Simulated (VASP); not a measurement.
The system is Mg2CdS3.

```
Mg Cd S
1.0
    -1.96530    1.96530    8.33806
     1.96530   -1.96530    8.33806
     1.96530    1.96530   -8.33806
Mg Cd S
2 1 3
Direct
  0.83333 0.83333 0.00000
  0.16667 0.16667 0.00000
  0.50000 0.50000 0.00000
  0.58333 0.08333 0.50000
  0.25000 0.75000 0.50000
  0.91667 0.41667 0.50000
```

```yaml
Program: VASP 6.6.1
Task: relaxation of cell and atoms
Functional: PBE
Potentials_or_basis: VASP PAW PBE potentials, release 64 (Mg, Cd, S)
Cutoff: 600 eV
k_mesh: 6 × 6 × 6
Occupations: gaussian, width 0.1 eV
Spin: no spin polarisation
```

At the start: pressure 8.5 GPa; volume 21.47 Å³/atom.

Where does the relaxation end?

Over 7 steps the energy falls by 78.5 meV/atom and the volume is 24.11 Å³/atom (+12.3 %); space group I-4m2 (No. 119, to 0.1 Å) before and after.

Step by step:
```tsv
step	energy change (eV)	largest force (eV/Å)	pressure (GPa)	volume (Å³)
1	0.0000	1.1431	8.51	128.82
2	-0.4000	0.1988	-2.27	151.27
3	-0.4404	0.3694	-0.25	145.36
4	-0.4540	0.2415	-0.12	144.85
5	-0.4671	0.1845	0.24	143.66
6	-0.4710	0.0561	-0.08	144.46
7	-0.4711	0.0277	-0.15	144.64
```

Final structure:
```xyz
6
Lattice="-2.0448 2.0448 8.6486 2.0448 -2.0448 8.6486 2.0448 2.0448 -8.6486" Properties=species:S:1:pos:R:3 pbc="T T T"
Mg    0.0000    0.0000   14.3710
Mg    0.0000    0.0000    2.9263
Cd    0.0000    0.0000    8.6486
S     0.0000    2.0448    1.5482
S     2.0448    0.0000    4.3243
S     0.0000    2.0448    7.1004
```
